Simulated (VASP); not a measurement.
Input of a VASP 6.6.1 run:

File INCAR:

```
SYSTEM = CS2
ALGO = Normal ; EDIFF = 1E-6
EDIFFG = -0.05 ; ENCUT = 600
GGA = PE ; IBRION = 2
ISIF = 3 ; ISMEAR = 0
IVDW = 12 ; LASPH = .TRUE.
LCHARG = .FALSE. ; LREAL = .FALSE.
LWAVE = .FALSE. ; NELM = 80
NSW = 80 ; PREC = Accurate
PSTRESS = 50.0 ; SIGMA = 0.1
```

Contents of KPOINTS:

```
k-points
0
G
  4 4 2
  0 0 0
```

The input POSCAR:

```
CS2
1.0
    3.6457880000     -2.9943140000      0.0000000000
    3.6457880000      2.9943140000      0.0000000000
    0.0000000000      0.0000000000      9.8512570000
C S
2 4
Direct
    0.0000000000      0.0000000000      0.0000000000
    0.5000000000      0.5000000000      0.5000000000
    0.8184790000      0.1815210000      0.1131330000
    0.6815210000      0.3184790000      0.6131330000
    0.3184790000      0.6815210000      0.3868670000
    0.1815210000      0.8184790000      0.8868670000
```

Potentials or basis: VASP PAW PBE potentials, release 64 (C, S).

Run with:

```console
$ cat potpaw_PBE.64/C/POTCAR potpaw_PBE.64/S/POTCAR > POTCAR
$ mpirun -np 1 vasp_std > vasp.out
```

(1) Estimate the relaxed cell.

(2) What does it give for the band gap on the k mesh?

(3) What does it give for the dispersion energy per atom?

Results:

(1) a = 3.643 Å, b = 3.643 Å, c = 8.495 Å, α = 90.00°, β = 90.00°, γ = 84.42°.

(2) 1.83 eV, indirect (least direct gap 1.96 eV).

(3) -0.234 eV.

Caveat: the cell is relaxed towards a set pressure, so the enthalpy falls and the energy may rise.
